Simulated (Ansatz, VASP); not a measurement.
# One calculation of Si, two programs

Contents of INCAR:

```
ALGO = Normal
EDIFF = 1E-7
ENCUT = 520
GGA = PE
ISIF = 2
ISMEAR = 0
IVDW = 12
LASPH = True
LCHARG = True
LELF = True
LREAL = False
LVHAR = True
LWAVE = False
NBANDS = 11
NELM = 80
PREC = Accurate
SIGMA = 0.15
```

The input KPOINTS:

```
k-points
0
Gamma
  24 24 14
```

POSCAR

```
Si
1.0
    2.5710724045      0.0000000000      0.0000000000
   -1.2855362023      2.2266140173      0.0000000000
    0.0000000000      0.0000000000      4.5089914857
Si
2
Direct
    0.3333333333      0.6666666667      0.2500000000
    0.6666666667      0.3333333333      0.7500000000
```

Input for Ansatz:

```yaml
crystal:
  lattice:
    - [2.5710724045, 0.0, 0.0]
    - [-1.2855362023, 2.2266140173, 0.0]
    - [0.0, 0.0, 4.5089914857]
  atoms:
    - { symbol: Si, position: [0.3333333333, 0.6666666667, 0.25] }
    - { symbol: Si, position: [0.6666666667, 0.3333333333, 0.75] }
basis:
  ecutwfc: 420
kpoints:
  mp_grid: { grid: [24, 24, 14] }
hamiltonian:
  xc: pbe
  dispersion: d3bj
scf:
  occupations: { method: gaussian, width: 0.15 }
output:
  forces: true
  stress: true
  eigenvalues: true
```

Change from the starting cell: strain -0.0250 x Voigt [1, 1, 0, 0, 0, 0], atoms carried along.

Alike in both runs: task single point; functional PBE; dispersion D3(BJ); k mesh 24 × 24 × 14; occupations gaussian, width 0.15 eV; no spin polarisation.

|  | VASP | Ansatz |
| --- | --- | --- |
| version | VASP 6.6.1 | Ansatz 0.2.0 |
| potentials or method | VASP PAW PBE potentials, release 64 (Si), cutoff 520 eV | scalar-relativistic, plane waves, PAW |
| valence electrons in the cell | 8 | 8 |

VASP gave:

| Property | Result |
| --- | --- |
| gap on the k mesh at the Fermi level (eV) | none |
| pressure (GPa) | 5.6 |
| traceless stress, the component that is largest in VASP (GPa) | -3.33 |

Estimate Ansatz's values.

gap on the k mesh at the Fermi level (eV): none; pressure (GPa): 5.7; traceless stress, the component that is largest in VASP (GPa): -3.36.

A gap of «none» marks a metal or a gap that the smearing closes.
